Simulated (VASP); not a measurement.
MgCd3Te2:

```
Mg Cd Te
1.0
     6.50598    0.00000    0.00000
    -3.25299    5.63434    0.00000
     0.00000    0.00000    3.88250
Mg Cd Te
1 3 2
Cartesian
  0.0000 0.0000 0.0000
  3.2530 0.0000 1.9412
  1.6265 2.8172 1.9412
  -1.6265 2.8172 1.9412
  0.0000 3.7562 0.0000
  3.2530 1.8781 0.0000
```

The cell was built from a structure type or drawn by symmetry, and may not be a known phase.

| Property | Result |
| --- | --- |
| Program | VASP 6.6.1 |
| Task | relaxation of cell and atoms |
| Functional | PBE |
| Potentials or basis | VASP PAW PBE potentials, release 64 (Mg, Cd, Te) |
| Cutoff | 600 eV |
| k mesh | 3 × 3 × 4 |
| Occupations | gaussian, width 0.1 eV |
| Spin | no spin polarisation |

At the start: pressure 22.9 GPa; volume 23.72 Å³/atom.

Problem. How do energy, volume and symmetry change on relaxing?

Solution. Over 9 steps the energy falls by 513.4 meV/atom and the volume is 33.58 Å³/atom (+41.6 %); space group P6/mmm (No. 191, to 0.1 Å) before and after.

The path:
```csv
step,energy change (eV),largest force (eV/Å),pressure (GPa),volume (Å³)
1,0.0000,0.0000,22.86,142.32
2,-2.7273,0.0000,-3.00,223.51
3,-3.0617,0.0000,0.45,194.22
4,-3.0640,0.0000,0.03,196.65
5,-3.0637,0.0000,0.24,195.45
6,-3.0683,0.0000,0.27,196.08
7,-3.0760,0.0000,0.37,197.93
8,-3.0769,0.0000,0.42,198.73
9,-3.0807,0.0000,0.06,201.51
```

Final structure:
```
Mg Cd Te
1.0
     7.26059    0.00000    0.00000
    -3.63029    6.28785    0.00000
     0.00000    0.00000    4.41390
Mg Cd Te
1 3 2
Direct
  0.00000 0.00000 0.00000
  0.50000 0.00000 0.50000
  0.50000 0.50000 0.50000
  0.00000 0.50000 0.50000
  0.33333 0.66667 0.00000
  0.66667 0.33333 0.00000
```

Caveat: the k points lie up to 0.36 Å⁻¹ apart in the final cell, too coarse for converged energies and pressures of a metal; the volume moved by over 15 % at a fixed basis, so the end points are rough.
